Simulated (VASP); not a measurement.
Wanted: the native input for a VASP 6.6.1 run.

```
Task                   : single point
Functional             : PBE
Potentials or basis    : VASP PAW PBE potentials, release 64 (Er_3, C), 4f in core
Cutoff                 : 600 eV
k mesh                 : 12 × 12 × 10
Occupations            : gaussian, width 0.1 eV
Spin                   : no spin polarisation
Dipole correction      : no
Further INCAR settings : ALGO = Normal; EDIFF = 1e-06; NBANDS = 18
```

The structure of ErC3 lies in POSCAR:

```
ErC3
1.0
    3.3915684206     -2.0029672614      0.0018067653
    3.3915684206      2.0029672614      0.0018067653
   -3.3882685231      0.0000000000      3.5595728395
Er C
1 3
Direct
    0.0000000000      0.0000000000      0.5000000000
    0.6685224915      0.3314775085      0.0000000000
    0.3314775085      0.6685224915      0.0000000000
    0.0000000000      0.0000000000      0.0000000000
```

The cell was generated, and may not be a known phase.

The input as run:

INCAR

```
SYSTEM = ErC3
PREC = Accurate
ENCUT = 600
EDIFF = 1E-6
ISMEAR = 0
SIGMA = 0.1
LREAL = .FALSE.
LASPH = .TRUE.
NELM = 200
ALGO = Normal
ISIF = 2
LWAVE = .FALSE.
LCHARG = .FALSE.
GGA = PE
NBANDS = 18
GGA_COMPAT = .FALSE.
LMAXMIX = 6
```

KPOINTS

```
regular mesh
0
G
  12 12 10
  0 0 0
```

Potentials or basis: VASP PAW PBE potentials, release 64 (Er_3, C), 4f in core.

Launch:

```console
$ cat potpaw_PBE.64/Er_3/POTCAR potpaw_PBE.64/C/POTCAR > POTCAR
$ mpirun -np 1 vasp_std > vasp.out
```

It gave:

```yaml
Pressure: 0.1 GPa
Largest_force: 0.010 eV/Å
Band_gap_on_the_k_mesh: zero (an odd number of electrons rules out a gap without spin polarisation)
```

Caveat: spin-orbit coupling is left out, which moves the levels of the heavy elements; the 4f electrons are frozen in the core, so they carry no moment and show no levels.

It took 2.8 min on 1 thread of Intel(R) Xeon(R) 6975P-C (Granite Rapids) (shared host), peak memory 0.5 GiB.
